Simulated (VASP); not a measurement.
The system is NaCl.

```xyz
2
Lattice="0.0000 2.7941 2.7941 2.7941 0.0000 2.7941 2.7941 2.7941 0.0000" Properties=species:S:1:pos:R:3 pbc="T T T"
Cl    2.7941    2.7941    2.7941
Na    0.0000    0.0000    0.0000
```

Base run:

| Quantity | Value |
| --- | --- |
| Program | VASP 6.6.1 |
| Functional | revPBE |
| Potentials or basis | VASP PAW PBE potentials, release 64 (Cl, Na_pv) |
| Cutoff | 520 eV |
| k mesh | 8 × 8 × 8 |
| Occupations | fermi-dirac, width 0.05 eV |
| Spin | no spin polarisation |

Its results: band gap on the k mesh 5.49 eV, direct; pressure 3.2 GPa.

**Question.** After a change of settings the same cell gave: band gap on the k mesh 5.27 eV, direct; pressure 2.4 GPa. Which change was it?
A. functional from revPBE to BLYP
B. functional from revPBE to BHLYP; k mesh from 8 × 8 × 8 to 5 × 5 × 5
C. functional from revPBE to HF; k mesh from 8 × 8 × 8 to 4 × 4 × 4
D. functional from revPBE to PBE-based screened hybrid; k mesh from 8 × 8 × 8 to 4 × 4 × 4

**Answer.** A.

Caveats: the PAW data sets were made with another functional, which shifts forces and pressure a little.
